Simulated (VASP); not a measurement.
Set up this calculation in VASP 6.6.1, as the native input.

| Quantity | Value |
| --- | --- |
| Task | single point |
| Functional | PBEsol |
| Potentials or basis | VASP PAW PBE potentials, release 64 (C, Si) |
| Cutoff | 520 eV |
| k mesh | 9 × 9 × 1 |
| Occupations | gaussian, width 0.05 eV |
| Spin | no spin polarisation |
| Dipole correction | yes |
| Further INCAR settings | ALGO = Normal; EDIFF = 1e-07; NBANDS = 21 |

The structure of SiC lies in POSCAR:

```
SiC
1.0
    3.0806203182      0.0000000000      0.0000000000
   -1.5403101591      2.6678954550      0.0000000000
    0.0000000000      0.0000000000     22.6594609031
C Si
3 3
Direct
    0.0000000000      0.0000000000      0.3751192509
    0.3333333333      0.6666666667      0.4861243612
    0.6666666667      0.3333333333      0.5987168237
    0.3333333333      0.6666666667      0.4028705285
    0.6666666667      0.3333333333      0.5116580976
    0.0000000000      0.0000000000      0.6211197132
```

These files were run (other wordings do the same):

INCAR

```
SYSTEM = SiC
  ALGO = Normal
  DIPOL = 0.5 0.5 0.499
  EDIFF = 1E-7
  ENCUT = 520
  GGA = PS
  IDIPOL = 3
  ISIF = 2
  ISMEAR = 0
  LASPH = .TRUE.
  LCHARG = .FALSE.
  LDIPOL = .TRUE.
  LREAL = .FALSE.
  LWAVE = .FALSE.
  NBANDS = 21
  NELM = 80
  PREC = Accurate
  SIGMA = 0.05
```

KPOINTS

```
k-points
0
G
  9 9 1
  0 0 0
```

Potentials or basis: VASP PAW PBE potentials, release 64 (C, Si).

Run with:

```bash
$ cat potpaw_PBE.64/C/POTCAR potpaw_PBE.64/Si/POTCAR > POTCAR
$ mpirun -np 1 vasp_std > vasp.out
```

It gave:

```json
{"Largest force": "3.458 eV/Å", "Band gap on the k mesh": "zero (band 12 reaches -0.46 eV, above the bottom of band 13 at -0.60 eV)"}
```

Caveat: the PAW data sets were made with another functional, which shifts forces and pressure a little.

Wall time 61 s on 1 thread of Intel(R) Xeon(R) 6975P-C (Granite Rapids), with other jobs on the host, peak memory 0.32 GiB.
